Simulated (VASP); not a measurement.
Wanted: the native input for a VASP 6.6.1 run.

| Property | Result |
| --- | --- |
| Task | single point |
| Functional | PBEsol |
| Potentials or basis | VASP PAW PBE potentials, release 64 (Ge_d) |
| Cutoff | 520 eV |
| k mesh | 22 × 22 × 20 |
| Occupations | gaussian, width 0.15 eV |
| Spin | no spin polarisation |
| Dipole correction | no |
| Further INCAR settings | ALGO = Normal; EDIFF = 1e-07; NBANDS = 13 |

The structure of Ge lies in POSCAR:

```
Ge
1.0
    1.4162904060     -2.6361439341      0.0000000000
    1.4162904060      2.6361439341      0.0000000000
    0.0000000000      0.0000000000      2.6257897556
Ge
1
Direct
    0.5000000000      0.5000000000      0.0000000000
```

This cell differs from its parent crystal: ratio of the length along z to the lengths across it x 0.96, volume and fractional coordinates fixed.

One way to write it, as run:

INCAR

```
PREC = Accurate
ENCUT = 520
EDIFF = 1E-7
ISMEAR = 0
SIGMA = 0.15
LREAL = False
LASPH = True
NELM = 100
ALGO = Normal
ISIF = 2
LWAVE = False
LCHARG = True
GGA = PS
LELF = True
LVHAR = True
NBANDS = 13
```

KPOINTS

```
Automatic mesh
0
Gamma
  22 22 20
```

Potentials or basis: VASP PAW PBE potentials, release 64 (Ge_d).

The run is started by

```bash
$ cat potpaw_PBE.64/Ge_d/POTCAR > POTCAR
$ mpirun -np 1 vasp_std > vasp.out
```

Results of the run:

```
Pressure               : -4.1 GPa
Band gap on the k mesh : zero (band 7 reaches 12.67 eV, above the bottom of band 8 at 3.09 eV)
```

Caveat: the PAW data sets were made with another functional, which shifts forces and pressure a little.

Wall time 2.1 min on 1 thread of Intel Xeon 6975P-C, with other jobs on the host, peak memory 0.43 GiB.
